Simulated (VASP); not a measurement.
A run of VASP 6.6.1:

Contents of POSCAR:

```
SnTe
1.0
    0.0000000000      3.5839840079      3.5839840079
    3.5839840079      0.0000000000      3.5839840079
    3.5839840079      3.5839840079      0.0000000000
Sn Te
1 1
Direct
    0.0000000000      0.0000000000      0.0000000000
    0.2500000000      0.2500000000      0.2500000000
```

INCAR.step1

```
  PREC = Accurate
  ENCUT = 400
  EDIFF = 1E-5
  ISMEAR = -1
  SIGMA = 0.02
  LREAL = F
  LASPH = T
  NELM = 120
  ALGO = Normal
  ISIF = 2
  LWAVE = T
  LCHARG = F
  GGA = PE
  NBANDS = 17
  GGA_COMPAT = F
```

Contents of INCAR.step2:

```
  PREC = Accurate
  ENCUT = 400
  EDIFF = 1E-6
  ISMEAR = -1
  SIGMA = 0.02
  LREAL = F
  LASPH = T
  NELM = 120
  ALGO = Normal
  ISIF = 2
  LWAVE = F
  LCHARG = F
  GGA = PE
  LHFCALC = T
  HFSCREEN = 0.2079
  PRECFOCK = Normal
  ISTART = 1
  NBANDS = 17
  GGA_COMPAT = F
```

Contents of KPOINTS:

```
Automatic mesh
0
Gamma
  4 4 4
```

Potentials or basis: VASP PAW PBE potentials, release 64 (Sn_d, Te).

Launch:

```sh
$ cat potpaw_PBE.64/Sn_d/POTCAR potpaw_PBE.64/Te/POTCAR > POTCAR
$ cp INCAR.step1 INCAR
$ mpirun -np 1 vasp_std > vasp.out
$ cp INCAR.step2 INCAR
$ mpirun -np 1 vasp_std > vasp.out
```

Hardware: 1 thread of Intel(R) Xeon(R) 6975P-C (Granite Rapids), on a shared host.

Question: How long does it take, and how much memory?

Answer: It took 7.4 min on 1 thread of Intel(R) Xeon(R) 6975P-C (Granite Rapids) (shared host), peak memory 0.31 GiB. Counts: k points 8.
